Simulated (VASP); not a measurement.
Input of a VASP 6.6.1 run:

Contents of INCAR:

```
SYSTEM = Al
PREC = Accurate
ENCUT = 600
EDIFF = 1E-6
ISMEAR = 1
SIGMA = 0.4
LREAL = .False.
LASPH = .True.
NELM = 80
ALGO = Normal
ISIF = 3
LWAVE = .False.
LCHARG = .False.
GGA = PE
IBRION = 2
NSW = 60
EDIFFG = -0.005
```

File KPOINTS:

```
Automatic mesh
0
Gamma
  8 8 8
  0 0 0
```

Contents of POSCAR:

```
Al
1.0
    0.0000000000      2.0250000000      2.0250000000
    2.0250000000      0.0000000000      2.0250000000
    2.0250000000      2.0250000000      0.0000000000
Al
1
Direct
    0.0000000000      0.0000000000      0.0000000000
```

Potentials or basis: VASP PAW PBE potentials, release 64 (Al).

Command:

```bash
$ cat potpaw_PBE.64/Al/POTCAR > POTCAR
$ mpirun -np 1 vasp_std > vasp.out
```

Q: Estimate the relaxed cell.

A: a = 2.858 Å, b = 2.858 Å, c = 2.858 Å, α = 60.00°, β = 60.00°, γ = 60.00°.

Q: Predict the relaxed volume.

A: 16.51 Å³/atom.

The path:
| step | energy change (eV) | largest force (eV/Å) | pressure (GPa) | volume (Å³) |
| --- | --- | --- | --- | --- |
| 1 | 0.0000 | 0.0000 | -0.48 | 16.61 |
| 2 | -0.0001 | 0.0000 | 0.09 | 16.49 |
| 3 | -0.0002 | 0.0000 | 0.01 | 16.51 |
